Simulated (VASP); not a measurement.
Write the native input for VASP 6.6.1 that does the following.

- Task: single point
- Functional: PBE
- Potentials or basis: VASP PAW PBE potentials, release 64 (Te)
- Cutoff: 520 eV
- k mesh: 18 × 18 × 18
- Occupations: fermi-dirac, width 0.1 eV
- Spin: no spin polarisation
- Dipole correction: no
- Further INCAR settings: ALGO = Normal; EDIFF = 1e-06; NBANDS = 9

The structure of Te lies in POSCAR:

```
Te
1.0
    0.0000000000      2.5125072436      2.5125072436
    2.5125072436      0.0000000000      2.5125072436
    2.5125072436      2.5125072436      0.0000000000
Te
1
Direct
    0.0000000000      0.0000000000      0.0000000000
```

This isn't the form of Te at room conditions, which is trigonal, of chains.

One way to write it, as run:

INCAR

```
ALGO = Normal
EDIFF = 1E-6
ENCUT = 520
GGA = PE
ISIF = 2
ISMEAR = -1
LASPH = T
LCHARG = F
LREAL = F
LWAVE = F
NBANDS = 9
NELM = 80
PREC = Accurate
SIGMA = 0.1
```

KPOINTS

```
k-points
0
Gamma
  18 18 18
```

Potentials or basis: VASP PAW PBE potentials, release 64 (Te).

The run is started by

```bash
$ cat potpaw_PBE.64/Te/POTCAR > POTCAR
$ mpirun -np 1 vasp_std > vasp.out
```

It gave:

```json
{"Pressure": "-4.6 GPa", "Band gap on the k mesh": "zero (bands 3 and 4 overlap by 4.17 eV)"}
```

Caveat: the cell stands under tension; spin-orbit coupling is left out, which moves the levels of the heavy elements.

Run time: 15 s on 1 thread of Intel(R) Xeon(R) 6975P-C (Granite Rapids) (shared host), peak memory 0.19 GiB.
